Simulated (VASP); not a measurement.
The system is Ge.

```
Ge
1.0
     0.00000    2.84765    2.84765
     2.84765    0.00000    2.84765
     2.84765    2.84765    0.00000
Ge
2
Direct
  0.75000 0.75000 0.75000
  0.50000 0.50000 0.50000
```

Base run:

* Program: VASP 6.6.1
* Functional: revPBE
* Dispersion: D3(BJ)
* Potentials or basis: VASP PAW PBE potentials, release 64 (Ge_d)
* Cutoff: 520 eV
* k mesh: 8 × 8 × 8
* Occupations: fermi-dirac, width 0.05 eV
* Spin: no spin polarisation

Its results: band gap on the k mesh zero (filled and empty bands touch); pressure -0.7 GPa.

Task: The run is repeated on the same cell with these changes: functional from revPBE to RPBE. What comes out?

Result: Band gap on the k mesh zero (filled and empty bands touch); pressure -5.4 GPa.

Caveats: the PAW data sets were made with another functional, which shifts forces and pressure a little; pairwise dispersion overbinds metals, which lowers pressure and volume.
